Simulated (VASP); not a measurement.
# KCl in VASP: a series of runs, part 2 of 2

VASP 6.6.1. Earlier steps stand in the parts before.

## (4) Single point, PBE (uniaxial z strain +4.5%)

INCAR

```
  PREC = Accurate
  ENCUT = 520
  EDIFF = 1E-7
  ISMEAR = -1
  SIGMA = 0.02
  LREAL = F
  LASPH = T
  NELM = 100
  ALGO = Normal
  ISIF = 2
  LWAVE = F
  LCHARG = F
  GGA = PE
  NBANDS = 15
```

KPOINTS

```
Automatic mesh
0
Gamma
  8 8 8
```

POSCAR

```
KCl
1.0
    0.0000000000      3.1448483221      3.2869954663
    3.1448483221      0.0000000000      3.2869954663
    3.1448483221      3.1448483221      0.0000000000
K Cl
1 1
Direct
    0.0000000000      0.0000000000      0.0000000000
    0.5000000000      0.5000000000      0.5000000000
```

Potentials or basis: VASP PAW PBE potentials, release 64 (K_sv, Cl).

The run is started by

```console
cat potpaw_PBE.64/K_sv/POTCAR potpaw_PBE.64/Cl/POTCAR > POTCAR
mpirun -np 1 vasp_std > vasp.out
```

OUTCAR:

```text
PREC = Accurate
   ENCUT = 520
   EDIFF = 1E-7
   ISMEAR = -1
   LREAL = F
   LASPH = T
   NELM = 100
   ISIF = 2
   GGA = PE

 ion  position               nearest neighbor table
   1  0.000  0.000  0.000-   2 3.14   2 3.14   2 3.14   2 3.14
   2  0.500  0.500  0.500-   1 3.14   1 3.14   1 3.14   1 3.14

  LATTYP: Found a body centered tetragonal cell.
 ALAT       =     4.4474871487
 C/A-ratio  =     1.4781360154

  Lattice vectors:

 A1 = (  -3.1448483221,   0.0000000000,   3.2869954663)
 A2 = (   3.1448483221,   0.0000000000,   3.2869954663)
 A3 = (   0.0000000000,   3.1448483221,  -3.2869954663)

Analysis of symmetry for initial positions (statically):
=====================================================================
 Subroutine PRICEL returns:
 Original cell was already a primitive cell.

 Routine SETGRP: Setting up the symmetry group for a
 body centered tetragonal supercell.

 Subroutine GETGRP returns: Found 16 space group operations
 (whereof 16 operations were pure point group operations)
 out of a pool of 16 trial point group operations.

The static configuration has the point symmetry D_4h.

Analysis of symmetry for dynamics (positions and initial velocities):
=====================================================================
 Subroutine PRICEL returns:
 Original cell was already a primitive cell.

 Routine SETGRP: Setting up the symmetry group for a
 body centered tetragonal supercell.

 Subroutine GETGRP returns: Found 16 space group operations
 (whereof 16 operations were pure point group operations)
 out of a pool of 16 trial point group operations.

The dynamic configuration has the point symmetry D_4h.

 Subroutine INISYM returns: Found 16 space group operations
 (whereof 16 operations are pure point group operations),
 and found     1 'primitive' translations

----------------------------------------------------------------------------------------

                                     Primitive cell
[... 120 lines left out ...]
   LEPSILON=     F    determine dielectric tensor
   LRPA    =     F    only Hartree local field effects (RPA)
 non-spin polarized calculation
  energy-cutoff  :      520.00
  volume of cell :       65.02
 maximum number of plane-waves:      1781
 NGX is ok and might be reduce to    36
   NGX = 17   NGY = 17   NGZ = 17

 number of electron      15.9999999 magnetization

 Free energy of the ion-electron system (eV)
  ---------------------------------------------------
  ext. energy  EPLUGINS =         0.00000000
  ---------------------------------------------------
  free energy    TOTEN  =        -6.80347430 eV

  energy without entropy =       -6.80347430  energy(sigma->0) =       -6.80347430

 E-fermi :  -1.6143     XC(G=0):  -7.3638

 val. band max:       -1.9996665610   @ k =   0.0000   0.0000   0.0000
 cond. band min:       3.0318079245   @ k =   0.0000   0.0000   0.0000
 fundamental gap:      5.0314744855
 Fermi energy:        -1.6143153918

 k-point     1 :       0.0000    0.0000    0.0000
  band No.  band energies     occupation
      1     -29.3051      2.00000
      2     -14.0803      2.00000
      3     -12.7715      2.00000
      4     -12.7635      2.00000
      5     -12.7635      2.00000
      6      -2.0190      2.00000
      7      -1.9997      2.00000
      8      -1.9997      2.00000
      9       3.0318      0.00000
     10       6.1751      0.00000
     11       6.4410      0.00000
     12       6.4410      0.00000
     13       7.1136      0.00000
     14       7.3004      0.00000
[... 401 lines left out ...]
      2     -14.2016      2.00000
      3     -12.7887      2.00000
      4     -12.7759      2.00000
      5     -12.6031      2.00000
      6      -2.7726      2.00000
      7      -2.2661      2.00000
      8      -2.2222      2.00000
      9       4.9996      0.00000
     10       5.8547      0.00000
     11       7.7378      0.00000
     12       8.0232      0.00000
     13       8.1764      0.00000
     14       8.7019      0.00000
     15      10.2649      0.00000

 [... further k-points ...]

------------------------ aborting loop because EDIFF is reached ----------------------------------------

  FORCE on cell =-STRESS in cart. coord.  units (eV):
  Direction    XX          YY          ZZ          XY          YZ          ZX
  --------------------------------------------------------------------------------------
  -------------------------------------------------------------------------------------
  Total        0.2039124      0.2039124     -0.2947427      0.0000000      0.0000000      0.0000000
  in kB        5.0248804      5.0248804     -7.2631513      0.0000000      0.0000000      0.0000000
  external PRESSURE =       0.9288698 kB  Pullay stress =       0.0000000 kB

 VOLUME and BASIS-vectors are now :
 -----------------------------------------------------------------------------
  energy-cutoff  :      520.00
  volume of cell :       65.02
      direct lattice vectors                 reciprocal lattice vectors
     0.000000000  3.144848322  3.286995466    -0.158990180  0.158990180  0.152114600
     3.144848322  0.000000000  3.286995466     0.158990180 -0.158990180  0.152114600
     3.144848322  3.144848322  0.000000000     0.158990180  0.158990180 -0.152114600

 POSITION                                       TOTAL-FORCE (eV/Angst)
 -----------------------------------------------------------------------------------
      0.00000      0.00000      0.00000        -0.000000     -0.000000      0.000000
      3.14485      3.14485      3.28700         0.000000      0.000000     -0.000000
 -----------------------------------------------------------------------------------
    total drift:                                0.000000      0.000000      0.000000

  FREE ENERGIE OF THE ION-ELECTRON SYSTEM (eV)
  ---------------------------------------------------
  free  energy   TOTEN  =        -6.8034743030 eV

  energy  without entropy=       -6.8034743030  energy(sigma->0) =       -6.80347430
```

OSZICAR:

```text
N       E                     dE             d eps       ncg     rms          rms(c)
DAV:   1     0.104116382236E+03    0.10412E+03   -0.70306E+03  1770   0.949E+02
DAV:   2    -0.492638084549E+00   -0.10461E+03   -0.95769E+02  2243   0.237E+02
DAV:   3    -0.688011386672E+01   -0.63875E+01   -0.63515E+01  2477   0.518E+01
DAV:   4    -0.710745416820E+01   -0.22734E+00   -0.22728E+00  2688   0.893E+00
DAV:   5    -0.710925796533E+01   -0.18038E-02   -0.18038E-02  2526   0.887E-01    0.319E+00
DAV:   6    -0.680592825664E+01    0.30333E+00   -0.44076E-01  2260   0.327E+00    0.259E+00
DAV:   7    -0.678939356575E+01    0.16535E-01   -0.10484E-01  2435   0.181E+00    0.151E+00
DAV:   8    -0.680200033853E+01   -0.12607E-01   -0.17116E-02  2197   0.960E-01    0.177E-01
DAV:   9    -0.680285691022E+01   -0.85657E-03   -0.10843E-03  2421   0.208E-01    0.100E-01
DAV:  10    -0.680346553453E+01   -0.60862E-03   -0.63644E-04  1896   0.159E-01    0.207E-02
DAV:  11    -0.680347048486E+01   -0.49503E-05   -0.24291E-05  2570   0.270E-02    0.585E-03
DAV:  12    -0.680347369905E+01   -0.32142E-05   -0.34045E-06  1924   0.130E-02    0.343E-03
DAV:  13    -0.680347421109E+01   -0.51204E-06   -0.66786E-07  2190   0.451E-03    0.643E-04
DAV:  14    -0.680347430302E+01   -0.91931E-07   -0.99144E-08  1948   0.206E-03
   1 F= -.68034743E+01 E0= -.68034743E+01  d E =-.383343E-10
```

stdout:

```text
POSCAR found type information on POSCAR K Cl
 POSCAR found :  2 types and       2 ions
 scaLAPACK will be used
 LDA part: xc-table for (Slater+PW92), standard interpolation
 POSCAR, INCAR and KPOINTS ok, starting setup
 FFT: planning ... GRIDC
 FFT: planning ... GRID_SOFT
 FFT: planning ... GRID
 WAVECAR not read
 entering main loop
```

It took 27 s on 1 thread of Intel Xeon 6975P-C (Granite Rapids), shared host; peak memory 0.22 GiB.

What came out:

* Free energy: -6.8035 eV
* Pressure: 0.1 GPa
* Band gap on the k mesh: 5.03 eV, direct

Levels at points of the mesh, in eV from the valence-band top:
```
           k point  band 6  band 7  band 8  band 9  band 10  band 11
(0.00, 0.00, 0.00)   -0.02    0.00    0.00    5.03     8.17     8.44
(0.50, 0.00, 0.00)   -0.99   -0.30   -0.30    7.46     8.41    10.35
(0.50, 0.50, 0.00)   -0.67   -0.19   -0.19    6.60     8.12     9.62
(0.50, 0.00, 0.50)   -0.62   -0.24   -0.23    6.54     8.16     9.90
```

Caveat: the cell differs from its parent crystal (uniaxial z strain +4.5%). A k mesh can miss the band edges.

## (5) Single point, PBE (epitaxial 111 strain +1.8%)

INCAR

```
  PREC = Accurate
  ENCUT = 520
  EDIFF = 1E-6
  ISMEAR = -1
  SIGMA = 0.02
  LREAL = False
  LASPH = True
  NELM = 100
  ALGO = Normal
  ISIF = 2
  LWAVE = False
  LCHARG = False
  GGA = PE
  NBANDS = 15
```

KPOINTS

```
regular mesh
0
Gamma
  8 8 8
```

POSCAR

```
KCl
1.0
   -0.0759486182      3.1251924888      3.1251924888
    3.1251924888     -0.0759486182      3.1251924888
    3.1251924888      3.1251924888     -0.0759486182
K Cl
1 1
Direct
    0.0000000000      0.0000000000      0.0000000000
    0.5000000000      0.5000000000      0.5000000000
```

The run is started by

```console
cat potpaw_PBE.64/K_sv/POTCAR potpaw_PBE.64/Cl/POTCAR > POTCAR
mpirun -np 1 vasp_std > vasp.out
```

Run time: 30 s. Hardware: 1 thread of Intel Xeon 6975P-C (Granite Rapids), shared host; peak memory 0.23 GiB.

Results (log left out):

| Item | Value |
| --- | --- |
| Free energy | -6.8059 eV |
| Pressure | 0.5 GPa |
| Band gap on the k mesh | 5.08 eV, direct |

Stress tensor (GPa, compression positive):
```
0.47 0.14 0.14
0.14 0.47 0.14
0.14 0.14 0.47
```

Levels at points of the mesh, in eV from the valence-band top:
```tsv
k point	band 5	band 6	band 7	band 8	band 9	band 10	band 11	band 12
(0.00, 0.00, 0.00)	-10.75	-0.06	-0.06	0.00	5.08	8.23	8.23	8.53
(0.50, 0.00, 0.00)	-10.51	-1.08	-0.37	-0.31	7.50	8.45	10.28	10.54
(0.50, 0.50, 0.00)	-10.80	-0.69	-0.29	-0.23	6.50	8.23	9.93	10.15
(0.50, 0.50, 0.50)	-10.54	-1.06	-0.41	-0.41	7.50	8.60	10.50	10.50
```

Caveat: the cell differs from its parent crystal (epitaxial 111 strain +1.8%). A k mesh can miss the band edges.

## (6) The runs side by side

| level | cell | smearing | gap on the mesh (eV) | pressure (GPa) |
| --- | --- | --- | --- | --- |
| PBE | a = 4.561 Å, angles 60.0°, 2 atoms | fermi-dirac 0.02 eV | 4.94 | -0.5 |
| r2SCAN | a = 4.561 Å, angles 60.0°, 2 atoms | gaussian 0.01 eV | 5.58 | -1.2 |
| PBE | a = 4.549, b = 4.549, c = 4.447 Å, angles 60.7, 60.7, 58.5°, 2 atoms | fermi-dirac 0.02 eV | 5.03 | 0.1 |
| PBE | a = 4.420 Å, angles 61.6°, 2 atoms | fermi-dirac 0.02 eV | 5.08 | 0.5 |

Alike in all rows: task single point; potentials or basis VASP PAW PBE potentials, release 64 (K_sv, Cl); no spin polarisation; k mesh 8 × 8 × 8; cutoff (eV) 520.

Caveats: the PAW data sets were made with another functional, which shifts forces and pressure a little (some runs).

Absolute energies hang on the potentials; compare differences alone.
